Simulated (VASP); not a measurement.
MgO:

```xyz
2
Lattice="2.9183 0.0000 0.0000 -1.4592 2.5273 0.0000 0.0000 0.0000 2.6617" Properties=species:S:1:pos:R:3 pbc="T T T"
Mg    0.0000    0.0000    0.0000
O     0.0000    1.6849    1.3308
```

This cell differs from its parent crystal: volume scaled by 0.98.

Program: VASP 6.6.1. Alike in all runs: task single point; no spin polarisation; cell as given; cutoff (eV) 520.

Task: Order these runs on this cell by their pressure, lowest first.
A. level PBEsol; potentials or basis VASP PAW PBE potentials, release 64 (Mg, O); k mesh 10 × 10 × 10; smearing fermi-dirac 0.05 eV
B. level PBE; potentials or basis VASP PAW PBE potentials, release 64 (Mg, O); k mesh 10 × 10 × 10; smearing fermi-dirac 0.05 eV
C. level LDA; potentials or basis VASP PAW LDA potentials, release 64 (Mg, O); k mesh 10 × 10 × 10; smearing gaussian 0.05 eV
D. level HSE06; potentials or basis VASP PAW PBE potentials, release 64 (Mg, O); k mesh 6 × 6 × 6; smearing fermi-dirac 0.05 eV; grid for exact exchange (PRECFOCK) Normal; screening parameter 0.2079 1/Å

Result: C (-8.5 GPa), D (-3.2 GPa), A (-1.6 GPa), B (2.2 GPa).

Caveats: the PAW data sets were made with another functional, which shifts forces and pressure a little (some runs).
